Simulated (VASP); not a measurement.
Input of a VASP 6.6.1 run:

The input INCAR:

```
SYSTEM = Ge
  ALGO = Normal
  EDIFF = 1E-7
  ENCUT = 520
  GGA = PE
  ISIF = 2
  ISMEAR = 0
  LASPH = .TRUE.
  LCHARG = .FALSE.
  LREAL = .FALSE.
  LWAVE = .FALSE.
  NBANDS = 36
  NELM = 80
  PREC = Accurate
  SIGMA = 0.1
```

KPOINTS

```
k-points
0
G
  4 4 6
  0 0 0
```

File POSCAR:

```
Ge
1.0
    4.8789620521      0.0000000000      0.0000000000
    0.0000000000      4.8789620521      0.0000000000
    0.0000000000      0.0000000000      3.9658399256
Ge
4
Direct
    0.3419946428      0.0000000000      0.7500000000
    0.6580053572      0.0000000000      0.2500000000
    0.0000000000      0.3419946428      0.0000000000
    0.0000000000      0.6580053572      0.5000000000
```

Potentials or basis: VASP PAW PBE potentials, release 64 (Ge_d).

Run with:

```console
$ cat potpaw_PBE.64/Ge_d/POTCAR > POTCAR
$ mpirun -np 1 vasp_std > vasp.out
```

Question: Estimate the pressure.

Answer: 0.0 GPa.

Question: What does it give for the largest force?

Answer: 0.007 eV/Å.

Question: Estimate the band gap on the k mesh.

Answer: Zero (band 28 reaches 5.00 eV, above the bottom of band 29 at 4.23 eV).

Stress tensor (GPa, compression positive):
```
 0.08  0.00  0.00
 0.00  0.08  0.00
 0.00  0.00 -0.13
```
